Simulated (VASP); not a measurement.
# H3CCl: single point with PBE+D3(BJ)

System: H3CCl.

```
C Cl H
1.0
     9.02872    0.00000    0.00000
     0.00000    9.02872    0.00000
     0.00000    0.00000    9.02872
C Cl H
8 8 24
Cartesian
  5.2670 2.0232 2.9282
  8.5603 8.4539 7.0533
  7.8111 7.0895 3.8327
  2.0181 1.5534 8.8641
  7.5176 3.6285 7.4913
  4.4882 5.2448 5.7667
  1.5500 5.0118 2.2489
  4.8335 7.3282 0.1161
  5.1919 1.4827 4.7421
  8.1479 8.9923 8.7538
  8.8687 8.4226 3.2258
  2.6838 3.0927 8.3136
  7.2389 4.8873 8.7612
  4.4974 7.0642 5.9943
  1.9684 3.7256 3.4744
  4.8724 7.7196 1.9021
  5.6189 3.0110 2.9281
  6.0006 1.3285 2.4927
  4.2456 1.9185 2.5498
  8.9443 7.3895 7.1050
  7.6941 8.5132 6.3672
  9.4070 9.0177 6.8558
  6.9444 7.5901 4.3276
  7.5831 6.5317 2.9271
  8.5432 6.6071 4.5582
  1.7636 0.9475 8.0359
  2.6742 1.1872 9.5661
  1.0871 1.8015 9.3808
  7.4128 2.6430 7.8158
  6.8829 4.0325 6.6994
  8.6529 3.7069 7.3446
  3.7449 5.1388 4.9828
  5.4619 4.8485 5.6171
  4.1346 4.8294 6.6663
  0.9794 5.8481 2.7272
  2.5317 5.3687 1.9419
  1.1107 4.6284 1.3113
  3.8240 7.5539 -0.2382
  5.6059 7.8726 -0.3867
  5.0624 6.2993 0.0068
```

```json
{"Program": "VASP 6.6.1", "Task": "single point", "Functional": "PBE", "Dispersion": "D3(BJ)", "Potentials or basis": "VASP PAW PBE potentials, release 64 (C, Cl, H)", "Cutoff": "520 eV", "k mesh": "1 × 1 × 1", "Occupations": "fermi-dirac, width 0.05 eV", "Spin": "no spin polarisation"}
```

```yaml
Pressure: 0.0 GPa
Largest_force: 3.578 eV/Å
Band_gap_on_the_k_mesh: 5.45 eV
Dispersion_energy_per_atom: -0.043 eV
```

Forces in eV/Å, atoms in the order of the input:
```
C   -0.193 -2.086  1.298
C   -0.974 -2.254  1.163
C    1.197  0.710  0.960
C   -1.871  1.908 -0.037
C    2.433  2.613 -0.228
C   -0.931  1.682 -0.314
C    0.478  0.384  0.102
C   -0.779  0.584  0.916
Cl   0.003  0.493 -1.091
Cl  -0.339 -0.474 -0.598
Cl   0.061  0.523 -0.126
Cl   0.308  0.553 -0.419
Cl  -0.034 -0.385  0.468
Cl   0.404 -0.445 -0.151
Cl  -0.601  0.309 -0.525
Cl  -0.033 -0.180 -0.482
H    0.422  1.545  0.017
H   -0.363  0.172 -0.112
H    0.202 -0.013 -0.046
H   -0.700  0.797  0.132
H    0.439  0.352  0.377
H    1.367  1.468 -1.157
H    0.403 -0.700 -0.349
H   -0.346 -0.439  0.280
H   -1.399 -0.093 -0.719
H    0.191 -0.867 -0.906
H    1.666 -1.406  1.403
H   -0.069 -0.069  0.054
H   -1.115 -1.687  0.762
H    0.385 -0.841 -0.379
H   -1.429  0.128 -0.584
H    0.260 -0.604 -0.342
H    0.985 -0.063 -0.772
H   -0.706 -0.541  1.313
H    0.305 -0.803 -0.348
H    0.182  0.410  0.058
H   -0.368 -0.277  0.655
H    0.139  0.085 -0.054
H    0.387  0.721 -0.232
H    0.034 -1.208  0.011
```

Stress tensor (GPa, compression positive):
```
-0.12  1.32 -0.49
 1.32  0.76 -0.30
-0.49 -0.30 -0.49
```

Levels at points of the mesh, in eV from the valence-band top:
```
           k point  band 54  band 55  band 56  band 57  band 58  band 59
(0.00, 0.00, 0.00)    -0.10    -0.07     0.00     5.45     5.50     5.75
```

Wall time 90 s on 1 thread of AMD EPYC 7R13 Processor (Zen 3) (shared host), peak memory 0.63 GiB.

Caveat: the k points lie up to 0.70 Å⁻¹ apart.
